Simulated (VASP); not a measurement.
# Pd (Fm-3m) in VASP: a series of runs

Pd is run at these levels: LDA; tasks: single point.

All numbers are computed with VASP 6.6.1; they aren't measurements. Logs are shortened: lines on timing, memory, paths and dates and some standing lists are left out, and cuts for length are marked.

## 1. The cell of the first run

Symmetry: Fm-3m, No. 225, cubic system. Conventional cell: a = 3.841 Å, b = 3.841 Å, c = 3.841 Å, α = 90.00°, β = 90.00°, γ = 90.00°. Pd (site symmetry m-3m) has 12 Pd at 2.72 Å within 3.6 Å.

## 2. Single point, LDA, collinear spin, ferromagnetic start

File INCAR:

```
ALGO     = Normal         # electronic algorithm
EDIFF    = 1E-6           # SCF threshold, eV
ENCUT    = 520            # plane-wave cutoff, eV
ISIF     = 2              # what is computed and relaxed
ISMEAR   = -1             # smearing method
ISPIN    = 2              # spin polarisation
LASPH    = True           # aspherical terms in the spheres
LCHARG   = False          # write CHGCAR
LMAXMIX  = 4              # l up to which the mixer works
LORBIT   = 11             # projections on sites
LREAL    = False          # projectors in reciprocal space
LWAVE    = False          # write WAVECAR
MAGMOM   = 0.5            # initial moments
NBANDS   = 15             # bands
NELM     = 150            # most SCF steps
PREC     = Accurate       # precision mode
SIGMA    = 0.05           # smearing width, eV
```

File KPOINTS:

```
k-points
0
Gamma
  15 15 15
```

File POSCAR:

```
Pd
1.0
    0.0000000000      1.9202771092      1.9202771092
    1.9202771092      0.0000000000      1.9202771092
    1.9202771092      1.9202771092      0.0000000000
Pd
1
Direct
    0.0000000000      0.0000000000      0.0000000000
```

Potentials or basis: VASP PAW LDA potentials, release 64 (Pd).

Command:

```console
$ cat potpaw_LDA.64/Pd/POTCAR > POTCAR
$ mpirun -np 1 vasp_std > vasp.out
```

OUTCAR:

```text
EDIFF = 1E-6
   ENCUT = 520
   ISIF = 2
   ISMEAR = -1
   ISPIN = 2
   LASPH = True
   LORBIT = 11
   LREAL = False
   NELM = 150
   PREC = Accurate

 ion  position               nearest neighbor table
   1  0.000  0.000  0.000-

  LATTYP: Found a face centered cubic cell.
 ALAT       =     3.8405542184

  Lattice vectors:

 A1 = (   0.0000000000,   1.9202771092,   1.9202771092)
 A2 = (   1.9202771092,   0.0000000000,   1.9202771092)
 A3 = (   1.9202771092,   1.9202771092,   0.0000000000)

Analysis of symmetry for initial positions (statically):
[... 25 lines left out ...]
The dynamic configuration has the point symmetry O_h .

Analysis of structural, dynamic, and magnetic symmetry:
=====================================================================
 Subroutine PRICEL returns:
[... 7 lines left out ...]
 out of a pool of 48 trial point group operations.

The overall configuration has the point symmetry O_h .

 Subroutine INISYM returns: Found 48 space group operations
[... 5 lines left out ...]
                                     Primitive cell

  volume of cell :      14.1619

  direct lattice vectors                    reciprocal lattice vectors
     0.000000000  1.920277109  1.920277109    -0.260379087  0.260379087  0.260379087
     1.920277109  0.000000000  1.920277109     0.260379087 -0.260379087  0.260379087
     1.920277109  1.920277109  0.000000000     0.260379087  0.260379087 -0.260379087

  length of vectors
     2.715681931  2.715681931  2.715681931     0.450989807  0.450989807  0.450989807

  position of ions in fractional coordinates (direct lattice)
     0.000000000  0.000000000  0.000000000

  ion indices of the primitive-cell ions
   primitive index   ion index
                 1           1

----------------------------------------------------------------------------------------

 KPOINTS: k-points

Automatic generation of k-mesh.
 Grid dimensions read from file:
 generate k-points for:   15   15   15

 Generating k-lattice:

  Cartesian coordinates                     Fractional coordinates (reciprocal lattice)
    -0.017358606  0.017358606  0.017358606     0.066666667  0.000000000  0.000000000
     0.017358606 -0.017358606  0.017358606     0.000000000  0.066666667  0.000000000
     0.017358606  0.017358606 -0.017358606     0.000000000  0.000000000  0.066666667

  Length of vectors
     0.030065987  0.030065987  0.030065987

  Shift w.r.t. Gamma in fractional coordinates (k-lattice)
     0.000000000  0.000000000  0.000000000

 Subroutine IBZKPT returns following result:
 ===========================================

 Found    120 irreducible k-points:
[... 75 lines left out ...]
   LEPSILON=     F    determine dielectric tensor
   LRPA    =     F    only Hartree local field effects (RPA)
 spin polarized calculation
  energy-cutoff  :      520.00
  volume of cell :       14.16
 maximum number of plane-waves:       390
   NGX =  9   NGY =  9   NGZ =  9

 number of electron      10.0000005 magnetization      -0.0013197

 number of electron      10.0000005 magnetization       0.0000244

 Free energy of the ion-electron system (eV)
  ---------------------------------------------------
  ext. energy  EPLUGINS =         0.00000000
  ---------------------------------------------------
  free energy    TOTEN  =        -6.50947155 eV

  energy without entropy =       -6.49326476  energy(sigma->0) =       -6.50136815

 E-fermi :  10.3039     XC(G=0): -13.7676

 val. band max:       10.3028654750   @ k =  -0.4000   0.4000   0.0000
 cond. band min:      10.3243607338   @ k =   0.4667   0.1333   0.0000
 fundamental gap:      0.0214952588
 Fermi energy:        10.3038510830

 spin component 1

 k-point     1 :       0.0000    0.0000    0.0000
  band No.  band energies     occupation
      1       2.7478      1.00000
      2       7.2399      1.00000
      3       7.2399      1.00000
      4       7.2399      1.00000
      5       8.9991      1.00000
      6       8.9991      1.00000
      7      27.4441      0.00000
      8      32.3992      0.00000
      9      32.3992      0.00000
     10      32.3992      0.00000
     11      35.9221      0.00000
     12      38.0389      0.00000
     13      41.6849      0.00000
     14      41.6849      0.00000
[... 403 lines left out ...]
      4       7.8545      1.00000
      5       8.4647      1.00000
      6       9.3024      1.00000
      7      28.5694      0.00000
      8      29.2636      0.00000
      9      31.2668      0.00000
     10      32.0301      0.00000
     11      35.8924      0.00000
     12      38.0261      0.00000
     13      38.9004      0.00000
     14      39.7624      0.00000
     15      42.5913      0.00000

 [... further k-points ...]

 spin component 2

 k-point     1 :       0.0000    0.0000    0.0000
  band No.  band energies     occupation
      1       2.7477      1.00000
      2       7.2400      1.00000
      3       7.2400      1.00000
      4       7.2400      1.00000
      5       8.9992      1.00000
      6       8.9992      1.00000
      7      27.4440      0.00000
      8      32.3991      0.00000
      9      32.3991      0.00000
     10      32.3991      0.00000
     11      35.9223      0.00000
     12      38.0387      0.00000
     13      41.6848      0.00000
     14      41.6848      0.00000
[... 403 lines left out ...]
      4       7.8546      1.00000
      5       8.4648      1.00000
      6       9.3025      1.00000
      7      28.5693      0.00000
      8      29.2634      0.00000
      9      31.2667      0.00000
     10      32.0300      0.00000
     11      35.8926      0.00000
     12      38.0261      0.00000
     13      38.9004      0.00000
     14      39.7624      0.00000
     15      42.5912      0.00000

 [... further k-points ...]
[... 5 lines left out ...]
  --------------------------------------------------------------------------------------
  -------------------------------------------------------------------------------------
  Total       -0.0033764     -0.0033764     -0.0033764      0.0000000      0.0000000      0.0000000
  in kB       -0.3819797     -0.3819797     -0.3819797      0.0000000      0.0000000      0.0000000
  external PRESSURE =      -0.3819797 kB  Pullay stress =       0.0000000 kB

 VOLUME and BASIS-vectors are now :
 -----------------------------------------------------------------------------
  energy-cutoff  :      520.00
  volume of cell :       14.16
      direct lattice vectors                 reciprocal lattice vectors
     0.000000000  1.920277109  1.920277109    -0.260379087  0.260379087  0.260379087
     1.920277109  0.000000000  1.920277109     0.260379087 -0.260379087  0.260379087
     1.920277109  1.920277109  0.000000000     0.260379087  0.260379087 -0.260379087

 POSITION                                       TOTAL-FORCE (eV/Angst)
 -----------------------------------------------------------------------------------
      0.00000      0.00000      0.00000         0.000000      0.000000      0.000000
 -----------------------------------------------------------------------------------
    total drift:                                0.000000     -0.000000     -0.000000

  FREE ENERGIE OF THE ION-ELECTRON SYSTEM (eV)
  ---------------------------------------------------
  free  energy   TOTEN  =        -6.5094715469 eV

  energy  without entropy=       -6.4932647556  energy(sigma->0) =       -6.50136815

 total charge

# of ion       s       p       d       tot
------------------------------------------
    1        0.513   0.529   8.486   9.528

 magnetization (x)

# of ion       s       p       d       tot
------------------------------------------
    1       -0.000  -0.000   0.000   0.000
```

OSZICAR:

```text
N       E                     dE             d eps       ncg     rms          rms(c)
DAV:   1     0.461685315720E+02    0.46169E+02   -0.45649E+03  7224   0.596E+02
DAV:   2    -0.603392035862E+01   -0.52202E+02   -0.49926E+02  9272   0.164E+02
DAV:   3    -0.684256026043E+01   -0.80864E+00   -0.80533E+00  9573   0.201E+01
DAV:   4    -0.684476138914E+01   -0.22011E-02   -0.22010E-02  8469   0.112E+00
DAV:   5    -0.684477438517E+01   -0.12996E-04   -0.12996E-04  9576   0.757E-02    0.922E+00
DAV:   6    -0.652978806752E+01    0.31499E+00   -0.11567E+00 10329   0.682E+00    0.436E+00
DAV:   7    -0.651460826584E+01    0.15180E-01   -0.20733E-02  9569   0.821E-01    0.224E+00
DAV:   8    -0.650955433868E+01    0.50539E-02   -0.11985E-03 10119   0.238E-01    0.908E-01
DAV:   9    -0.650945410831E+01    0.10023E-03   -0.30470E-04  9269   0.103E-01    0.473E-02
DAV:  10    -0.650946764917E+01   -0.13541E-04   -0.14653E-05  9832   0.224E-02    0.157E-02
DAV:  11    -0.650947119590E+01   -0.35467E-05   -0.16119E-06  7777   0.619E-03    0.839E-03
DAV:  12    -0.650947154689E+01   -0.35099E-06   -0.26934E-07  6533   0.379E-03
   1 F= -.65094715E+01 E0= -.65013682E+01  d E =-.162068E-01  mag=     0.0001
```

Run time: 26 s. Hardware: 1 thread of Intel Xeon Platinum 8488C (Sapphire Rapids), shared host; peak memory 0.15 GiB.

Results:

* Free energy: -6.5095 eV
* Pressure: 0.0 GPa
* Band gap on the k mesh: zero (filled and empty bands overlap)
* Net moment: 0.00 μB per cell
* Valence electrons inside the program's atomic spheres: Pd 9.53

Levels at points of the mesh, in eV from the Fermi level:
Spin up:
| k point | band 3 | band 4 | band 5 | band 6 | band 7 | band 8 |
| --- | --- | --- | --- | --- | --- | --- |
| (0.00, 0.00, 0.00) | -3.06 | -3.06 | -1.30 | -1.30 | 17.14 | 22.10 |
Spin down:
```csv
k point,band 2,band 3,band 4,band 5,band 6,band 7,band 8,band 9
"(0.00, 0.00, 0.00)",-3.06,-3.06,-3.06,-1.30,-1.30,17.14,22.10,22.10
```

## 3. Single point, LDA

File INCAR:

```
  PREC = Accurate
  ENCUT = 520
  EDIFF = 1E-6
  ISMEAR = -1
  SIGMA = 0.1
  LREAL = False
  LASPH = True
  NELM = 80
  ALGO = Normal
  ISIF = 2
  LWAVE = False
  LCHARG = True
  GGA = CA
  LELF = True
  LVHAR = True
  NBANDS = 11
```

File KPOINTS:

```
regular mesh
0
Gamma
  14 14 14
```

File POSCAR:

```
Pd
1.0
    0.0000000000      1.9211411159      1.9211411159
    1.9211411159      0.0000000000      1.9211411159
    1.9211411159      1.9211411159      0.0000000000
Pd
1
Direct
    0.0000000000      0.0000000000      0.0000000000
```

Potentials or basis: VASP PAW LDA potentials, release 64 (Pd).

Command:

```console
$ cat potpaw_LDA.64/Pd/POTCAR > POTCAR
$ mpirun -np 1 vasp_std > vasp.out
```

Wall time 12 s (1 thread of Intel Xeon 8259CL, shared host); peak memory 0.13 GiB.

It converged, with:

* Free energy: -6.5231 eV
* Pressure: 0.3 GPa
* Band gap on the k mesh: zero (band 5 reaches 10.60 eV, above the bottom of band 6 at 8.89 eV)

Levels at points of the mesh, in eV from the Fermi level:
```csv
k point,band 1,band 2,band 3,band 4,band 5,band 6,band 7,band 8,band 9,band 10
"(0.00, 0.00, 0.00)",-7.56,-3.08,-3.08,-3.08,-1.32,-1.32,17.12,22.07,22.07,22.07
"(0.50, 0.00, 0.00)",-5.69,-3.12,-3.12,-0.03,-0.03,0.84,7.56,16.51,21.29,21.29
"(0.50, 0.50, 0.00)",-5.79,-5.50,-0.05,0.30,0.30,3.23,11.12,13.26,13.26,22.08
```

## 4. Single point, LDA (volume scaled by 0.88)

File INCAR:

```
SYSTEM = Pd
PREC = Accurate
ENCUT = 520
EDIFF = 1E-7
ISMEAR = -1
SIGMA = 0.1
LREAL = .FALSE.
LASPH = .TRUE.
NELM = 60
ALGO = Normal
ISIF = 2
LWAVE = .FALSE.
LCHARG = .FALSE.
NBANDS = 11
```

File KPOINTS:

```
regular mesh
0
G
  23 23 23
  0 0 0
```

File POSCAR:

```
Pd
1.0
    0.0000000000      1.8409987381      1.8409987381
    1.8409987381      0.0000000000      1.8409987381
    1.8409987381      1.8409987381      0.0000000000
Pd
1
Direct
    0.0000000000      0.0000000000      0.0000000000
```

Command:

```console
$ cat potpaw_LDA.64/Pd/POTCAR > POTCAR
$ mpirun -np 1 vasp_std > vasp.out
```

Run time: 38 s. Hardware: 1 thread of Intel Xeon 8259CL, shared host; peak memory 0.16 GiB.

Results (log left out):

```
Free energy            : -6.3386 eV
Pressure               : 40.6 GPa
Band gap on the k mesh : zero (band 5 reaches 13.16 eV, above the bottom of band 6 at 11.06 eV)
```

Levels at points of the mesh, in eV from the Fermi level:
| k point | band 3 | band 4 | band 5 | band 6 | band 7 | band 8 |
| --- | --- | --- | --- | --- | --- | --- |
| (0.00, 0.00, 0.00) | -3.78 | -3.78 | -1.62 | -1.62 | 16.99 | 22.70 |

## 5. Overview

```tsv
spin	cell	k mesh	smearing	gap on the mesh (eV)	pressure (GPa)
collinear, ferromagnetic start	a = 2.716 Å, angles 60.0°, 1 atom	15 × 15 × 15	fermi-dirac 0.05 eV	none	0.0
off	a = 2.717 Å, angles 60.0°, 1 atom	14 × 14 × 14	fermi-dirac 0.1 eV	none	0.3
off	a = 2.604 Å, angles 60.0°, 1 atom	23 × 23 × 23	fermi-dirac 0.1 eV	none	40.6
```

Alike in all rows: task single point; level LDA; potentials or basis VASP PAW LDA potentials, release 64 (Pd); cutoff (eV) 520.

Total energies depend on the potentials used, so only differences within one code and one set of settings carry meaning.
